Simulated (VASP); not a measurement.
Input of a VASP 6.6.1 run:

The input INCAR:

```
SYSTEM = Si3Ge2
  PREC = Accurate
  ENCUT = 520
  EDIFF = 1E-6
  ISMEAR = 0
  SIGMA = 0.1
  LREAL = .FALSE.
  LASPH = .TRUE.
  NELM = 80
  ALGO = Normal
  ISIF = 2
  LWAVE = .FALSE.
  LCHARG = .FALSE.
  GGA = PE
  NBANDS = 28
```

Contents of KPOINTS:

```
Automatic mesh
0
G
  18 18 18
  0 0 0
```

File POSCAR:

```
Si3Ge2
1.0
   -1.4861203673      1.4861203673      9.4549176700
    1.4861203673     -1.4861203673      9.4549176700
    1.4861203673      1.4861203673     -9.4549176700
Si Ge
3 2
Direct
    0.9135014445      0.9135014445      0.0000000000
    0.5000000000      0.5000000000      0.0000000000
    0.0864985555      0.0864985555      0.0000000000
    0.6888130374      0.6888130374      0.0000000000
    0.3111869626      0.3111869626      0.0000000000
```

Potentials or basis: VASP PAW PBE potentials, release 64 (Si, Ge_d).

Launch:

```bash
$ cat potpaw_PBE.64/Si/POTCAR potpaw_PBE.64/Ge_d/POTCAR > POTCAR
$ mpirun -np 1 vasp_std > vasp.out
```

Problem. Estimate the largest force.

Solution. 0.005 eV/Å.

Problem. Estimate the band gap on the k mesh.

Solution. Zero (bands 20 and 21 overlap by 5.69 eV).

Problem. Predict the pressure.

Solution. 0.0 GPa.

Forces in eV/Å, atoms in the order of the input:
```
Si   0.000  0.000  0.005
Si   0.000  0.000  0.000
Si   0.000  0.000 -0.005
Ge   0.000  0.000  0.001
Ge   0.000  0.000 -0.001
```
